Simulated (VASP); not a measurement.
# Pb (Fd-3m) in VASP: single point with PBE

Aim: the single point of Pb with PBE.

Everything below comes from runs of VASP 6.6.1. Logs are shortened: lines on timing, memory, paths and dates and some standing lists are left out, and cuts for length are marked.

### 1 The cell of the first run

It takes space group Fd-3m (No. 227, cubic). Conventional cell: a = 5.513 Å, b = 5.513 Å, c = 5.513 Å, α = 90.00°, β = 90.00°, γ = 90.00°. Pb (site symmetry -43m) has 4 Pb at 2.39 Å within 3.2 Å.

### 2 Single point, PBE (C replaced by Pb, lengths x 1.553, strained)

File INCAR:

```
SYSTEM = Pb
  PREC = Accurate
  ENCUT = 500
  EDIFF = 1E-6
  ISMEAR = 0
  SIGMA = 0.1
  LREAL = .FALSE.
  LASPH = .TRUE.
  NELM = 120
  ALGO = Normal
  ISIF = 2
  LWAVE = .FALSE.
  LCHARG = .FALSE.
  GGA = PE
  NBANDS = 21
  GGA_COMPAT = .FALSE.
```

File KPOINTS:

```
regular mesh
0
G
  6 6 6
  0 0 0
```

File POSCAR:

```
Pb
1.0
    0.0000000000      2.7563643755      2.7563643755
    2.7563643755      0.0000000000      2.7563643755
    2.7563643755      2.7563643755      0.0000000000
Pb
2
Direct
    0.5000000000      0.5000000000      0.5000000000
    0.7500000000      0.7500000000      0.7500000000
```

Potentials or basis: VASP PAW PBE potentials, release 64 (Pb_d).

Run with:

```
cat potpaw_PBE.64/Pb_d/POTCAR > POTCAR
mpirun -np 1 vasp_std > vasp.out
```

OUTCAR:

```text
SYSTEM = Pb
   PREC = Accurate
   ENCUT = 500
   EDIFF = 1E-6
   ISMEAR = 0
   LREAL = .FALSE.
   LASPH = .TRUE.
   NELM = 120
   ISIF = 2
   GGA = PE

 ion  position               nearest neighbor table
   1  0.500  0.500  0.500-   2 2.39   2 2.39   2 2.39   2 2.39
   2  0.750  0.750  0.750-   1 2.39   1 2.39   1 2.39   1 2.39

  LATTYP: Found a face centered cubic cell.
 ALAT       =     5.5127287510

  Lattice vectors:

 A1 = (   0.0000000000,   2.7563643755,   2.7563643755)
 A2 = (   2.7563643755,   0.0000000000,   2.7563643755)
 A3 = (   2.7563643755,   2.7563643755,   0.0000000000)

Analysis of symmetry for initial positions (statically):
=====================================================================
 Subroutine PRICEL returns:
 Original cell was already a primitive cell.

 Routine SETGRP: Setting up the symmetry group for a
 face centered cubic supercell.

 Subroutine GETGRP returns: Found 48 space group operations
 (whereof 24 operations were pure point group operations)
 out of a pool of 48 trial point group operations.

The static configuration has the point symmetry T_d .
 The point group associated with its full space group is O_h .

Analysis of symmetry for dynamics (positions and initial velocities):
=====================================================================
 Subroutine PRICEL returns:
 Original cell was already a primitive cell.

 Routine SETGRP: Setting up the symmetry group for a
 face centered cubic supercell.

 Subroutine GETGRP returns: Found 48 space group operations
 (whereof 24 operations were pure point group operations)
 out of a pool of 48 trial point group operations.

The dynamic configuration has the point symmetry T_d .
 The point group associated with its full space group is O_h .

 Subroutine INISYM returns: Found 48 space group operations
 (whereof 24 operations are pure point group operations),
 and found     1 'primitive' translations

----------------------------------------------------------------------------------------

                                     Primitive cell

  volume of cell :      41.8832

  direct lattice vectors                    reciprocal lattice vectors
     0.000000000  2.756364376  2.756364376    -0.181398368  0.181398368  0.181398368
     2.756364376  0.000000000  2.756364376     0.181398368 -0.181398368  0.181398368
     2.756364376  2.756364376  0.000000000     0.181398368  0.181398368 -0.181398368

  length of vectors
     3.898087883  3.898087883  3.898087883     0.314191190  0.314191190  0.314191190

  position of ions in fractional coordinates (direct lattice)
     0.500000000  0.500000000  0.500000000
     0.750000000  0.750000000  0.750000000

  ion indices of the primitive-cell ions
   primitive index   ion index
                 1           1
                 2           2

----------------------------------------------------------------------------------------

 KPOINTS: regular mesh

Automatic generation of k-mesh.
 Grid dimensions read from file:
 generate k-points for:    6    6    6

 Generating k-lattice:

  Cartesian coordinates                     Fractional coordinates (reciprocal lattice)
    -0.030233061  0.030233061  0.030233061     0.166666667  0.000000000  0.000000000
     0.030233061 -0.030233061  0.030233061     0.000000000  0.166666667  0.000000000
     0.030233061  0.030233061 -0.030233061     0.000000000  0.000000000  0.166666667

  Length of vectors
     0.052365198  0.052365198  0.052365198

  Shift w.r.t. Gamma in fractional coordinates (k-lattice)
     0.000000000  0.000000000  0.000000000

 Subroutine IBZKPT returns following result:
 ===========================================

 Found     16 irreducible k-points:

 Following reciprocal coordinates:
            Coordinates               Weight
  0.000000  0.000000  0.000000      1.000000
  0.166667  0.000000  0.000000      8.000000
  0.333333  0.000000  0.000000      8.000000
  0.500000  0.000000  0.000000      4.000000
  0.166667  0.166667  0.000000      6.000000
  0.333333  0.166667  0.000000     24.000000
[... 8 lines left out ...]
 -0.333333  0.333333  0.166667     24.000000
 -0.333333  0.500000  0.166667     12.000000
   k-points           NKPTS =     16   k-points in BZ     NKDIM =     16   number of bands    NBANDS=     21
   number of dos      NEDOS =    301   number of ions     NIONS =      2
   total plane-waves  NPLWV =  21952
   dimension x,y,z NGX =    28 NGY =   28 NGZ =   28
   dimension x,y,z NGXF=    56 NGYF=   56 NGZF=   56
   ions per type =               2
   NGX,Y,Z   is equivalent  to a cutoff of  11.94, 11.94, 11.94 a.u.
   NGXF,Y,Z  is equivalent  to a cutoff of  23.88, 23.88, 23.88 a.u.
 SYSTEM =  Pb
   PREC   = accura    normal or accurate (medium, high low for compatibility)
   ISTART =      0    job   : 0-new  1-cont  2-samecut
   ICHARG =      2    charge: 1-file 2-atom 10-const
   ISPIN  =      1    spin polarized calculation?
   LNONCOLLINEAR =      F non collinear calculations
   LSORBIT =      F    spin-orbit coupling
   LASPH  =      T    aspherical Exc in radial PAW
   ENCUT  =  500.0 eV  36.75 Ry    6.06 a.u.   7.11  7.11  7.11*2*pi/ulx,y,z
   NELM   =    120;   NELMIN=  2; NELMDL= -5     # of ELM steps
   EDIFF  = 0.1E-05   stopping-criterion for ELM
   LREAL  =      F    real-space projection
   EDIFFG = 0.1E-04   stopping-criterion for IOM
   NSW    =      0    number of steps for IOM
   IBRION =     -1    ionic relax: 0-MD 1-quasi-New 2-CG
   NFREE  =      0    steps in history (QN), initial steepest desc. (CG)
   ISIF   =      2    stress and relaxation
   ISYM   =      2    0-nonsym 1-usesym 2-fastsym
   POTIM  = 0.5000    time-step for ionic-motion
   TEBEG  =    0.0;   TEEND  =   0.0 temperature during run
   PSTRESS=    0.0 pullay stress
   NELECT =      28.0000    total number of electrons
   NUPDOWN=      -1.0000    fix difference up-down
   EMIN   =  10.00;   EMAX   =-10.00  energy-range for DOS
   EFERMI =   0.00;   METHOD = LEGACY
   ISMEAR =     0;   SIGMA  =   0.10  broadening in eV -4-tet -1-fermi 0-gaus
   EFERMI_NEDOS =   21; number of points for ismear=-14 and -15
   IALGO  =     38    algorithm
   IMIX   =      4    mixing-type and parameters
     AMIX     =   0.40;   BMIX     =  1.00
     AMIX_MAG =   1.60;   BMIX_MAG =  1.00
  volume/ion in A,a.u.               =      20.94       141.32
  Fermi-wavevector in a.u.,A,eV,Ry     =   1.431465  2.705078 27.879609  2.049093
  Thomas-Fermi vector in A             =   2.551199
   LORBIT       =      0    0 simple, 1 ext, 2 COOP (PROOUT), +10 PAW based schemes
   GGA     = PE    functional components
   LHFCALC =     F    Hartree Fock is set to
   AEXX    =    0.0000 exact exchange contribution
   IVDW    =     0    specifies the selected vdW correction
   LEPSILON=     F    determine dielectric tensor
   LRPA    =     F    only Hartree local field effects (RPA)
 non-spin polarized calculation
 Gauss-broadening in eV      SIGMA  =   0.10
  energy-cutoff  :      500.00
  volume of cell :       41.88
 maximum number of plane-waves:      1090
   NGX = 15   NGY = 15   NGZ = 15

 number of electron      28.0000012 magnetization

 Free energy of the ion-electron system (eV)
  ---------------------------------------------------
  ext. energy  EPLUGINS =         0.00000000
  ---------------------------------------------------
  free energy    TOTEN  =         1.45704342 eV

  energy without entropy =        1.45943790  energy(sigma->0) =        1.45824066

 E-fermi :  13.5079     XC(G=0): -11.7128

 val. band max:       13.3468599244   @ k =   0.1667   0.0000   0.0000
 cond. band min:      13.5147788001   @ k =   0.3333   0.3333   0.0000
 fundamental gap:      0.1679188758
 Fermi energy:        13.5078996883

 k-point     1 :       0.0000    0.0000    0.0000
  band No.  band energies     occupation
      1      -7.2957      2.00000
      2      -7.2957      2.00000
      3      -7.2957      2.00000
      4      -7.0891      2.00000
      5      -7.0891      2.00000
      6      -5.1897      2.00000
[... 13 lines left out ...]
     20      20.6370      0.00000
     21      20.6370      0.00000

 k-point     2 :       0.1667    0.0000    0.0000
  band No.  band energies     occupation
      1      -7.4171      2.00000
      2      -7.4171      2.00000
      3      -7.2936      2.00000
      4      -6.9045      2.00000
      5      -6.9045      2.00000
      6      -5.4309      2.00000
[... 13 lines left out ...]
     20      20.5191      0.00000
     21      20.5191      0.00000

 k-point     3 :       0.3333    0.0000    0.0000
  band No.  band energies     occupation
      1      -7.4797      2.00000
      2      -7.4797      2.00000
      3      -7.2919      2.00000
      4      -6.7566      2.00000
      5      -6.7566      2.00000
      6      -5.7454      2.00000
[... 13 lines left out ...]
     20      21.6863      0.00000
     21      21.6863      0.00000

 k-point     4 :       0.5000    0.0000    0.0000
  band No.  band energies     occupation
      1      -7.4776      2.00000
      2      -7.4776      2.00000
      3      -7.2918      2.00000
      4      -6.7418      2.00000
      5      -6.7418      2.00000
      6      -5.8728      2.00000
[... 13 lines left out ...]
     20      22.9096      0.00000
     21      24.3255      0.00000

 k-point     5 :       0.1667    0.1667    0.0000
  band No.  band energies     occupation
      1      -7.4792      2.00000
      2      -7.3602      2.00000
      3      -7.3602      2.00000
      4      -6.9347      2.00000
      5      -6.7128      2.00000
      6      -5.7763      2.00000
[... 13 lines left out ...]
     20      20.1042      0.00000
     21      21.6042      0.00000

 k-point     6 :       0.3333    0.1667    0.0000
  band No.  band energies     occupation
      1      -7.5769      2.00000
      2      -7.4360      2.00000
      3      -7.3242      2.00000
      4      -6.7455      2.00000
      5      -6.4931      2.00000
      6      -6.0632      2.00000
[... 13 lines left out ...]
     20      22.7231      0.00000
     21      22.8255      0.00000

 k-point     7 :       0.5000    0.1667    0.0000
  band No.  band energies     occupation
      1      -7.6465      2.00000
      2      -7.5052      2.00000
      3      -7.1852      2.00000
      4      -6.5840      2.00000
      5      -6.5307      2.00000
      6      -6.0882      2.00000
[... 13 lines left out ...]
     20      23.3266      0.00000
     21      24.0830      0.00000

 k-point     8 :      -0.3333    0.1667    0.0000
  band No.  band energies     occupation
      1      -7.6062      2.00000
      2      -7.5667      2.00000
      3      -7.1211      2.00000
      4      -6.7220      2.00000
      5      -6.4822      2.00000
      6      -5.9656      2.00000
[... 13 lines left out ...]
     20      21.4375      0.00000
     21      23.5625      0.00000

 k-point     9 :      -0.1667    0.1667    0.0000
  band No.  band energies     occupation
      1      -7.5486      2.00000
      2      -7.4590      2.00000
      3      -7.2469      2.00000
      4      -6.8485      2.00000
      5      -6.6333      2.00000
      6      -5.7246      2.00000
[... 13 lines left out ...]
     20      21.3216      0.00000
     21      23.4782      0.00000

 k-point    10 :       0.3333    0.3333    0.0000
  band No.  band energies     occupation
      1      -7.4771      2.00000
      2      -7.4765      2.00000
      3      -7.4765      2.00000
      4      -6.5493      2.00000
      5      -6.5078      2.00000
      6      -6.1411      2.00000
[... 13 lines left out ...]
     20      24.2020      0.00000
     21      24.2025      0.00000

 k-point    11 :       0.5000    0.3333    0.0000
  band No.  band energies     occupation
      1      -7.6645      2.00000
      2      -7.5283      2.00000
      3      -7.2100      2.00000
      4      -6.6993      2.00000
      5      -6.2498      2.00000
      6      -5.9817      2.00000
[... 13 lines left out ...]
     20      24.4815      0.00000
     21      25.2341      0.00000

 k-point    12 :      -0.3333    0.3333    0.0000
  band No.  band energies     occupation
      1      -7.7378      2.00000
      2      -7.5754      2.00000
      3      -7.0628      2.00000
      4      -6.3742      2.00000
      5      -6.3385      2.00000
      6      -6.1422      2.00000
[... 13 lines left out ...]
     20      22.2871      0.00000
     21      25.3704      0.00000

 k-point    13 :       0.5000    0.5000    0.0000
  band No.  band energies     occupation
      1      -7.5301      2.00000
      2      -7.5301      2.00000
      3      -7.1597      2.00000
      4      -7.1597      2.00000
      5      -5.9115      2.00000
      6      -5.9115      2.00000
[... 13 lines left out ...]
     20      26.3148      0.00000
     21      26.4958      0.00000

 k-point    14 :       0.5000    0.3333    0.1667
  band No.  band energies     occupation
      1      -7.6200      2.00000
      2      -7.6142      2.00000
      3      -7.1345      2.00000
      4      -6.5607      2.00000
      5      -6.3307      2.00000
      6      -6.2259      2.00000
[... 13 lines left out ...]
     20      23.3934      0.00000
     21      24.1478      0.00000

 k-point    15 :      -0.3333    0.3333    0.1667
  band No.  band energies     occupation
      1      -7.7143      2.00000
      2      -7.6233      2.00000
      3      -6.9936      2.00000
      4      -6.4520      2.00000
      5      -6.3277      2.00000
      6      -6.1827      2.00000
[... 13 lines left out ...]
     20      23.5144      0.00000
     21      24.5574      0.00000

 k-point    16 :      -0.3333    0.5000    0.1667
  band No.  band energies     occupation
      1      -7.6699      2.00000
      2      -7.6699      2.00000
      3      -6.8607      2.00000
      4      -6.8607      2.00000
      5      -5.9955      2.00000
      6      -5.9955      2.00000
[... 13 lines left out ...]
     20      25.8392      0.00000
     21      26.2267      0.00000

------------------------ aborting loop because EDIFF is reached ----------------------------------------

  FORCE on cell =-STRESS in cart. coord.  units (eV):
  Direction    XX          YY          ZZ          XY          YZ          ZX
  --------------------------------------------------------------------------------------
  -------------------------------------------------------------------------------------
  Total       29.9588155     29.9588155     29.9588155     -0.0000000      0.0000000      0.0000000
  in kB     1146.0282954   1146.0282954   1146.0282954     -0.0000000      0.0000000      0.0000000
  external PRESSURE =    1146.0282954 kB  Pullay stress =       0.0000000 kB

 VOLUME and BASIS-vectors are now :
 -----------------------------------------------------------------------------
  energy-cutoff  :      500.00
  volume of cell :       41.88
      direct lattice vectors                 reciprocal lattice vectors
     0.000000000  2.756364376  2.756364376    -0.181398368  0.181398368  0.181398368
     2.756364376  0.000000000  2.756364376     0.181398368 -0.181398368  0.181398368
     2.756364376  2.756364376  0.000000000     0.181398368  0.181398368 -0.181398368

 POSITION                                       TOTAL-FORCE (eV/Angst)
 -----------------------------------------------------------------------------------
      2.75636      2.75636      2.75636        -0.000000     -0.000000     -0.000000
      4.13455      4.13455      4.13455         0.000000      0.000000      0.000000
 -----------------------------------------------------------------------------------
    total drift:                                0.000000      0.000000      0.000000

  FREE ENERGIE OF THE ION-ELECTRON SYSTEM (eV)
  ---------------------------------------------------
  free  energy   TOTEN  =         1.4570434157 eV

  energy  without entropy=        1.4594378988  energy(sigma->0) =        1.45824066
```

Wall time 11 s (1 thread of Intel Xeon Platinum 8375C at 2.90GHz (Ice Lake), shared host); peak memory 0.15 GiB.

Results:

| Quantity | Value |
| --- | --- |
| Free energy | 1.4570 eV |
| Pressure | 114.6 GPa |
| Band gap on the k mesh | zero (band 14 reaches 14.60 eV, above the bottom of band 15 at 13.51 eV) |

Caveat: the cell differs from its parent crystal (C replaced by Pb, lengths x 1.553, strained); spin-orbit coupling is left out, which moves the levels of the heavy elements.
